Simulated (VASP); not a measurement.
# Cu2PbS4 in VASP: further runs

Cu2PbS4 is run at these levels: PBE; tasks: single point.

Program: VASP 6.6.1. These are calculated values, not measurements. Logs are shortened: lines on timing, memory, paths and dates and some standing lists are left out, and cuts for length are marked.

**1. The cell of the first run**

Symmetry: P-42m, No. 111, tetragonal system. The conventional cell has a = 5.324 Å, b = 5.324 Å, c = 5.530 Å, α = 90.00°, β = 90.00°, γ = 90.00°. Within 3.0 Å of Cu (site symmetry 222) lie 4 S at 2.25 Å. Pb (site symmetry -42m) has 4 S at 2.65 Å within 3.5 Å. S (site symmetry m) has 2 Cu at 2.25 Å and 1 Pb at 2.65 Å within 3.0 Å.

**2. Single point, PBE, collinear spin**

INCAR

```
SYSTEM = Cu2PbS4
PREC = Accurate
ENCUT = 520
EDIFF = 1E-6
ISMEAR = 0
SIGMA = 0.15
LREAL = .FALSE.
LASPH = .TRUE.
NELM = 150
ALGO = Normal
ISIF = 2
LWAVE = .FALSE.
LCHARG = .FALSE.
ISPIN = 2
MAGMOM = 1 1 0 0 0 0 0
LORBIT = 11
LMAXMIX = 4
GGA = PE
NBANDS = 43
```

KPOINTS

```
regular mesh
0
G
  2 2 2
  0 0 0
```

POSCAR

```
Cu2PbS4
1.0
    5.3238510472      0.0000000000      0.0000000000
    0.0000000000      5.3238510472      0.0000000000
    0.0000000000      0.0000000000      5.5304262946
Cu Pb S
2 1 4
Direct
    0.5000000000      0.0000000000      0.0000000000
    0.0000000000      0.5000000000      0.0000000000
    0.0000000000      0.0000000000      0.5000000000
    0.7148846856      0.7148846856      0.2188273822
    0.7148846856      0.2851153144      0.7811726178
    0.2851153144      0.2851153144      0.2188273822
    0.2851153144      0.7148846856      0.7811726178
```

Potentials or basis: VASP PAW PBE potentials, release 64 (Cu, Pb_d, S).

The run is started by

```
$ cat potpaw_PBE.64/Cu/POTCAR potpaw_PBE.64/Pb_d/POTCAR potpaw_PBE.64/S/POTCAR > POTCAR
$ mpirun -np 1 vasp_std > vasp.out
```

OUTCAR:

```text
SYSTEM = Cu2PbS4
   PREC = Accurate
   ENCUT = 520
   EDIFF = 1E-6
   ISMEAR = 0
   LREAL = .FALSE.
   LASPH = .TRUE.
   NELM = 150
   ISIF = 2
   ISPIN = 2
   LORBIT = 11
   GGA = PE

 ion  position               nearest neighbor table
   1  0.500  0.000  0.000-   4 2.25   5 2.25   6 2.25   7 2.25
   2  0.000  0.500  0.000-   4 2.25   5 2.25   6 2.25   7 2.25
   3  0.000  0.000  0.500-   4 2.65   5 2.65   6 2.65   7 2.65
   4  0.715  0.715  0.219-   1 2.25   2 2.25   3 2.65
   5  0.715  0.285  0.781-   1 2.25   2 2.25   3 2.65
   6  0.285  0.285  0.219-   1 2.25   2 2.25   3 2.65
   7  0.285  0.715  0.781-   1 2.25   2 2.25   3 2.65

  LATTYP: Found a simple tetragonal cell.
 ALAT       =     5.3238510472
 C/A-ratio  =     1.0388018458

  Lattice vectors:

 A1 = (   5.3238510472,   0.0000000000,   0.0000000000)
 A2 = (   0.0000000000,   5.3238510472,   0.0000000000)
 A3 = (   0.0000000000,   0.0000000000,   5.5304262946)

Analysis of symmetry for initial positions (statically):
=====================================================================
 Subroutine PRICEL returns:
 Original cell was already a primitive cell.

 Routine SETGRP: Setting up the symmetry group for a
 simple tetragonal supercell.

 Subroutine GETGRP returns: Found  8 space group operations
 (whereof  8 operations were pure point group operations)
 out of a pool of 16 trial point group operations.

The static configuration has the point symmetry D_2d.

Analysis of symmetry for dynamics (positions and initial velocities):
=====================================================================
 Subroutine PRICEL returns:
 Original cell was already a primitive cell.

 Routine SETGRP: Setting up the symmetry group for a
 simple tetragonal supercell.

 Subroutine GETGRP returns: Found  8 space group operations
 (whereof  8 operations were pure point group operations)
 out of a pool of 16 trial point group operations.

The dynamic configuration has the point symmetry D_2d.

Analysis of structural, dynamic, and magnetic symmetry:
=====================================================================
 Subroutine PRICEL returns:
 Original cell was already a primitive cell.

 Routine SETGRP: Setting up the symmetry group for a
 simple tetragonal supercell.

 Subroutine GETGRP returns: Found  8 space group operations
 (whereof  8 operations were pure point group operations)
 out of a pool of 16 trial point group operations.

The overall configuration has the point symmetry D_2d.

 Subroutine INISYM returns: Found  8 space group operations
 (whereof  8 operations are pure point group operations),
 and found     1 'primitive' translations

----------------------------------------------------------------------------------------

                                     Primitive cell

  volume of cell :     156.7510

  direct lattice vectors                    reciprocal lattice vectors
     5.323851047  0.000000000  0.000000000     0.187833955  0.000000000  0.000000000
     0.000000000  5.323851047  0.000000000     0.000000000  0.187833955  0.000000000
     0.000000000  0.000000000  5.530426295     0.000000000  0.000000000  0.180817888

  length of vectors
     5.323851047  5.323851047  5.530426295     0.187833955  0.187833955  0.180817888

  position of ions in fractional coordinates (direct lattice)
     0.500000000  0.000000000  0.000000000
     0.000000000  0.500000000  0.000000000
     0.000000000  0.000000000  0.500000000
     0.714884686  0.714884686  0.218827382
     0.714884686  0.285115314  0.781172618
     0.285115314  0.285115314  0.218827382
     0.285115314  0.714884686  0.781172618

  ion indices of the primitive-cell ions
   primitive index   ion index
                 1           1
                 2           2
                 3           3
                 4           4
                 5           5
                 6           6
                 7           7

----------------------------------------------------------------------------------------

 KPOINTS: regular mesh

Automatic generation of k-mesh.
 Grid dimensions read from file:
 generate k-points for:    2    2    2

 Generating k-lattice:

  Cartesian coordinates                     Fractional coordinates (reciprocal lattice)
     0.093916978  0.000000000  0.000000000     0.500000000  0.000000000  0.000000000
     0.000000000  0.093916978  0.000000000     0.000000000  0.500000000  0.000000000
     0.000000000  0.000000000  0.090408944     0.000000000  0.000000000  0.500000000

  Length of vectors
     0.093916978  0.093916978  0.090408944

  Shift w.r.t. Gamma in fractional coordinates (k-lattice)
     0.000000000  0.000000000  0.000000000

 Subroutine IBZKPT returns following result:
 ===========================================

 Found      6 irreducible k-points:

 Following reciprocal coordinates:
            Coordinates               Weight
  0.000000  0.000000  0.000000      1.000000
  0.500000  0.000000  0.000000      2.000000
  0.500000  0.500000  0.000000      1.000000
  0.000000  0.000000  0.500000      1.000000
  0.500000  0.000000  0.500000      2.000000
  0.500000  0.500000  0.500000      1.000000
   k-points           NKPTS =      6   k-points in BZ     NKDIM =      6   number of bands    NBANDS=     43
   number of dos      NEDOS =    301   number of ions     NIONS =      7
   total plane-waves  NPLWV =  67200
   dimension x,y,z NGX =    40 NGY =   40 NGZ =   42
   dimension x,y,z NGXF=    80 NGYF=   80 NGZF=   84
   ions per type =               2   1   4
   NGX,Y,Z   is equivalent  to a cutoff of  12.49, 12.49, 12.63 a.u.
   NGXF,Y,Z  is equivalent  to a cutoff of  24.98, 24.98, 25.25 a.u.
 SYSTEM =  Cu2PbS4
   PREC   = accura    normal or accurate (medium, high low for compatibility)
   ISTART =      0    job   : 0-new  1-cont  2-samecut
   ICHARG =      2    charge: 1-file 2-atom 10-const
   ISPIN  =      2    spin polarized calculation?
   LNONCOLLINEAR =      F non collinear calculations
   LSORBIT =      F    spin-orbit coupling
   LASPH  =      T    aspherical Exc in radial PAW
   ENCUT  =  520.0 eV  38.22 Ry    6.18 a.u.   9.90  9.90 10.28*2*pi/ulx,y,z
   NELM   =    150;   NELMIN=  2; NELMDL= -5     # of ELM steps
   EDIFF  = 0.1E-05   stopping-criterion for ELM
   LREAL  =      F    real-space projection
   EDIFFG = 0.1E-04   stopping-criterion for IOM
   NSW    =      0    number of steps for IOM
   IBRION =     -1    ionic relax: 0-MD 1-quasi-New 2-CG
   NFREE  =      0    steps in history (QN), initial steepest desc. (CG)
   ISIF   =      2    stress and relaxation
   ISYM   =      2    0-nonsym 1-usesym 2-fastsym
   POTIM  = 0.5000    time-step for ionic-motion
   TEBEG  =    0.0;   TEEND  =   0.0 temperature during run
   PSTRESS=    0.0 pullay stress
   NELECT =      60.0000    total number of electrons
   NUPDOWN=      -1.0000    fix difference up-down
   EMIN   =  10.00;   EMAX   =-10.00  energy-range for DOS
   EFERMI =   0.00;   METHOD = LEGACY
   ISMEAR =     0;   SIGMA  =   0.15  broadening in eV -4-tet -1-fermi 0-gaus
   EFERMI_NEDOS =   21; number of points for ismear=-14 and -15
   IALGO  =     38    algorithm
   IMIX   =      4    mixing-type and parameters
     AMIX     =   0.40;   BMIX     =  1.00
     AMIX_MAG =   1.60;   BMIX_MAG =  1.00
  volume/ion in A,a.u.               =      22.39       151.12
  Fermi-wavevector in a.u.,A,eV,Ry     =   1.188653  2.246229 19.223619  1.412896
  Thomas-Fermi vector in A             =   2.324778
   LORBIT       =     11    0 simple, 1 ext, 2 COOP (PROOUT), +10 PAW based schemes
   GGA     = PE    functional components
   LHFCALC =     F    Hartree Fock is set to
   AEXX    =    0.0000 exact exchange contribution
   IVDW    =     0    specifies the selected vdW correction
   LEPSILON=     F    determine dielectric tensor
   LRPA    =     F    only Hartree local field effects (RPA)
 spin polarized calculation
 Gauss-broadening in eV      SIGMA  =   0.15
  energy-cutoff  :      520.00
  volume of cell :      156.75
 maximum number of plane-waves:      4236
 NGX is ok and might be reduce to    40
   NGX = 19   NGY = 19   NGZ = 21

 number of electron      60.0000061 magnetization       0.0040367

 number of electron      60.0000061 magnetization      -0.0002370

 Free energy of the ion-electron system (eV)
  ---------------------------------------------------
  ext. energy  EPLUGINS =         0.00000000
  ---------------------------------------------------
  free energy    TOTEN  =       -27.94093130 eV

  energy without entropy =      -27.89561529  energy(sigma->0) =      -27.91827330

 E-fermi :   3.6534     XC(G=0):  -9.3807

 val. band max:        3.6330901433   @ k =   0.0000   0.0000   0.5000
 cond. band min:       3.8150542708   @ k =   0.5000   0.0000   0.5000
 fundamental gap:      0.1819641275
 Fermi energy:         3.6534398721

 spin component 1

 k-point     1 :       0.0000    0.0000    0.0000
  band No.  band energies     occupation
      1     -12.8463      1.00000
      2     -12.8422      1.00000
      3     -12.8422      1.00000
      4     -12.7542      1.00000
      5     -12.7261      1.00000
      6      -9.7843      1.00000
[... 34 lines left out ...]
     41      10.6381      0.00000
     42      13.8561      0.00000

 k-point     2 :       0.5000    0.0000    0.0000
  band No.  band energies     occupation
      1     -12.8490      1.00000
      2     -12.8459      1.00000
      3     -12.8451      1.00000
      4     -12.7513      1.00000
      5     -12.7251      1.00000
      6      -9.0864      1.00000
[... 169 lines left out ...]
     41      11.5699      0.00000
     42      11.8483      0.00000

 k-point     6 :       0.5000    0.5000    0.5000
  band No.  band energies     occupation
      1     -12.8529      1.00000
      2     -12.8507      1.00000
      3     -12.8507      1.00000
      4     -12.7481      1.00000
      5     -12.7214      1.00000
      6      -9.0028      1.00000
[... 34 lines left out ...]
     41      11.8940      0.00000
     42      11.8940      0.00000
 Fermi energy:         3.6534398721

 spin component 2

 k-point     1 :       0.0000    0.0000    0.0000
  band No.  band energies     occupation
      1     -12.8463      1.00000
      2     -12.8422      1.00000
      3     -12.8422      1.00000
      4     -12.7542      1.00000
      5     -12.7261      1.00000
      6      -9.7844      1.00000
[... 34 lines left out ...]
     41      10.6381      0.00000
     42      13.8561      0.00000

 k-point     2 :       0.5000    0.0000    0.0000
  band No.  band energies     occupation
      1     -12.8490      1.00000
      2     -12.8459      1.00000
      3     -12.8451      1.00000
      4     -12.7513      1.00000
      5     -12.7251      1.00000
      6      -9.0865      1.00000
[... 169 lines left out ...]
     41      11.5698      0.00000
     42      11.8483      0.00000

 k-point     6 :       0.5000    0.5000    0.5000
  band No.  band energies     occupation
      1     -12.8529      1.00000
      2     -12.8507      1.00000
      3     -12.8507      1.00000
      4     -12.7481      1.00000
      5     -12.7214      1.00000
      6      -9.0028      1.00000
[... 34 lines left out ...]
     41      11.8940      0.00000
     42      11.8940      0.00000
 [bands above 42 left out]

------------------------ aborting loop because EDIFF is reached ----------------------------------------

  FORCE on cell =-STRESS in cart. coord.  units (eV):
  Direction    XX          YY          ZZ          XY          YZ          ZX
  --------------------------------------------------------------------------------------
  -------------------------------------------------------------------------------------
  Total        0.1398035      0.1398035      0.4353834      0.0000000      0.0000000      0.0000000
  in kB        1.4289542      1.4289542      4.4501235      0.0000000      0.0000000      0.0000000
  external PRESSURE =       2.4360107 kB  Pullay stress =       0.0000000 kB

 VOLUME and BASIS-vectors are now :
 -----------------------------------------------------------------------------
  energy-cutoff  :      520.00
  volume of cell :      156.75
      direct lattice vectors                 reciprocal lattice vectors
     5.323851047  0.000000000  0.000000000     0.187833955  0.000000000  0.000000000
     0.000000000  5.323851047  0.000000000     0.000000000  0.187833955  0.000000000
     0.000000000  0.000000000  5.530426295     0.000000000  0.000000000  0.180817888

 POSITION                                       TOTAL-FORCE (eV/Angst)
 -----------------------------------------------------------------------------------
      2.66193      0.00000      0.00000        -0.000000      0.000000      0.000000
      0.00000      2.66193      0.00000        -0.000000      0.000000      0.000000
      0.00000      0.00000      2.76521        -0.000000      0.000000      0.000000
      3.80594      3.80594      1.21021        -0.017804     -0.017804     -0.005439
      3.80594      1.51791      4.32022        -0.017804      0.017804      0.005439
      1.51791      1.51791      1.21021         0.017804      0.017804     -0.005439
      1.51791      3.80594      4.32022         0.017804     -0.017804      0.005439
 -----------------------------------------------------------------------------------
    total drift:                               -0.000000     -0.000000      0.000000

  FREE ENERGIE OF THE ION-ELECTRON SYSTEM (eV)
  ---------------------------------------------------
  free  energy   TOTEN  =       -27.9409313033 eV

  energy  without entropy=      -27.8956152881  energy(sigma->0) =      -27.91827330

 total charge

# of ion       s       p       d       tot
------------------------------------------
    1        0.424   0.437   9.122   9.983
    2        0.424   0.437   9.122   9.983
    3        1.341   0.721   9.858  11.919
    4        1.364   2.283   0.000   3.646
    5        1.364   2.283   0.000   3.646
    6        1.364   2.283   0.000   3.646
    7        1.364   2.283   0.000   3.646
--------------------------------------------------
tot          7.644  10.725  28.102  46.471

 magnetization (x)

# of ion       s       p       d       tot
------------------------------------------
    1        0.000   0.000  -0.000  -0.000
    2        0.000   0.000  -0.000  -0.000
    3        0.000   0.000   0.000   0.000
    4       -0.000  -0.000   0.000  -0.000
    5       -0.000  -0.000   0.000  -0.000
    6       -0.000  -0.000   0.000  -0.000
    7       -0.000  -0.000   0.000  -0.000
--------------------------------------------------
tot         -0.000  -0.000  -0.000  -0.000
```

Wall time 72 s (1 thread of AMD EPYC 9R45 (Zen 5), shared host); peak memory 0.29 GiB.

Results:

| Quantity | Value |
| --- | --- |
| Free energy | -27.9409 eV |
| Pressure | 0.2 GPa |
| Largest force | 0.026 eV/Å |
| Band gap on the k mesh | zero (filled and empty bands overlap) |
| Net moment | 0.00 μB per cell |
| Valence electrons inside the program's atomic spheres | Cu 9.98; Pb 11.92; S 3.65 |

Forces on the atoms (eV/Å):
```
Cu   0.000  0.000  0.000
Cu   0.000  0.000  0.000
Pb   0.000  0.000  0.000
S   -0.018 -0.018 -0.005
S   -0.018  0.018  0.005
S    0.018  0.018 -0.005
S    0.018 -0.018  0.005
```

Stress tensor (GPa, compression positive):
```
0.14 0.00 0.00
0.00 0.14 0.00
0.00 0.00 0.45
```

Caveat: the k points lie up to 0.59 Å⁻¹ apart, too coarse for converged energies and pressures of a metal; spin-orbit coupling is left out, which moves the levels of the heavy elements. With open d or f shells a metallic result of PBE can be an artefact of self-interaction; +U or a hybrid may open a gap.

(Part 1 of 2 ends here.)
